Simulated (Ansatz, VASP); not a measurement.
# LiV: VASP beside Ansatz

File INCAR:

```
PREC = Accurate
ENCUT = 600
EDIFF = 1E-6
ISMEAR = 0
SIGMA = 0.1
LREAL = F
LASPH = T
NELM = 60
ALGO = Fast
ISIF = 3
LWAVE = F
LCHARG = F
GGA = PE
IBRION = 2
NSW = 100
EDIFFG = -0.01
```

The input KPOINTS:

```
Automatic mesh
0
Gamma
  22 22 12
```

File POSCAR:

```
LiV
1.0
    2.3938352316      0.0000000000      0.0000000000
    0.0000000000      2.3938352316      0.0000000000
    0.0000000000      0.0000000000      4.9194361593
Li V
1 1
Direct
    0.5000000000      0.5000000000      0.5000000000
    0.0000000000      0.0000000000      0.0000000000
```

Input for Ansatz:

```yaml
crystal:
  lattice:
    - [2.3938352316, 0.0, 0.0]
    - [0.0, 2.3938352316, 0.0]
    - [0.0, 0.0, 4.9194361593]
  atoms:
    - { symbol: Li, position: [0.5, 0.5, 0.5] }
    - { symbol: V, position: [0.0, 0.0, 0.0] }
basis:
  ecutwfc: 420
kpoints:
  mp_grid: { grid: [22, 22, 12] }
hamiltonian:
  xc: pbe
scf:
  occupations: { method: gaussian, width: 0.1 }
output:
  forces: true
  stress: true
  eigenvalues: true
relax:
  adjacent_minimum: "off"
  f_tol: 0.01
  max_steps: 80
  cell: { stress_tol: 0.05 }
```

Alike in both runs: task relaxation of cell and atoms; functional PBE; k mesh 22 × 22 × 12; occupations gaussian, width 0.1 eV; no spin polarisation.

|  | VASP | Ansatz |
| --- | --- | --- |
| version | VASP 6.6.1 | Ansatz 0.2.0 |
| potentials or method | VASP PAW PBE potentials, release 64 (Li_sv, V_sv), cutoff 600 eV | scalar-relativistic, plane waves, PAW |
| valence electrons in the cell | 16 | 16 |

```tsv
	VASP	Ansatz	Ansatz less VASP
gap on the k mesh at the Fermi level, each at its own relaxed structure (eV)	none	none	-
relaxed volume (Å³/atom)	14.10	14.08	-0.018
relaxed length of the cell vector where the two differ most in proportion (Å)	2.395	2.393	-0.0019
```

A gap of «none» marks a metal or a gap that the smearing closes.

Noted on VASP's run: the cutoff is under 1.25 times that of the potentials, so the pressure is a little rough.
